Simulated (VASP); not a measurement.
A run of VASP 6.6.1 is set up as follows.

Contents of INCAR:

```
SYSTEM = N
PREC = Accurate
ENCUT = 520
EDIFF = 1E-7
ISMEAR = 0
SIGMA = 0.02
LREAL = .False.
LASPH = .True.
NELM = 100
ALGO = Normal
ISIF = 2
LWAVE = .False.
LCHARG = .True.
GGA = CA
LELF = .True.
LVHAR = .True.
NBANDS = 12
```

File KPOINTS:

```
Automatic mesh
0
Gamma
  12 12 11
  0 0 0
```

POSCAR

```
N
1.0
    2.5194737886      0.0000000000      0.0000000000
   -1.2597368943      2.1819283051      0.0000000000
    0.0000000000      0.0000000000      2.4460020000
N
2
Direct
    0.3333333333      0.6666666667      0.7500000000
    0.6666666667      0.3333333333      0.2500000000
```

Potentials or basis: VASP PAW LDA potentials, release 64 (N).

Launch:

```console
$ cat potpaw_LDA.64/N/POTCAR > POTCAR
$ mpirun -np 1 vasp_std > vasp.out
```

Predict the band gap on the k mesh.

zero (band 5 reaches 8.03 eV, above the bottom of band 6 at 3.81 eV).

Estimate the pressure.

-7.0 GPa.

Stress tensor (GPa, compression positive):
```
 -2.34   0.00   0.00
  0.00  -2.34   0.00
  0.00   0.00 -16.31
```
